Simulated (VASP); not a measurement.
Ni: single point with PBE

The system is Ni.

```
Ni
1.0
     0.00000    1.75850    1.75850
     1.75850    0.00000    1.75850
     1.75850    1.75850    0.00000
Ni
1
Direct
  0.00000 0.00000 0.00000
```

```
Program             : VASP 6.6.1
Task                : single point
Functional          : PBE
Potentials or basis : VASP PAW PBE potentials, release 64 (Ni)
Cutoff              : 520 eV
k mesh              : 12 × 12 × 12
Occupations         : fermi-dirac, width 0.1 eV
Spin                : collinear spin, ferromagnetic start
Starting moments    : [0.24] μB
Fixed moment        : 0.24 μB
```

* Pressure: -0.4 GPa
* Net moment: 0.24 μB per cell
* Site moments: Ni +0.25 μB
* Valence electrons inside the program's atomic spheres: Ni 9.31

Wall time 28 s on 1 thread of Intel(R) Xeon(R) Platinum 8375C CPU @ 2.90GHz (Ice Lake), with other jobs on the host, peak memory 0.13 GiB.

Caveat: the total moment is fixed, so each spin has its own Fermi level.
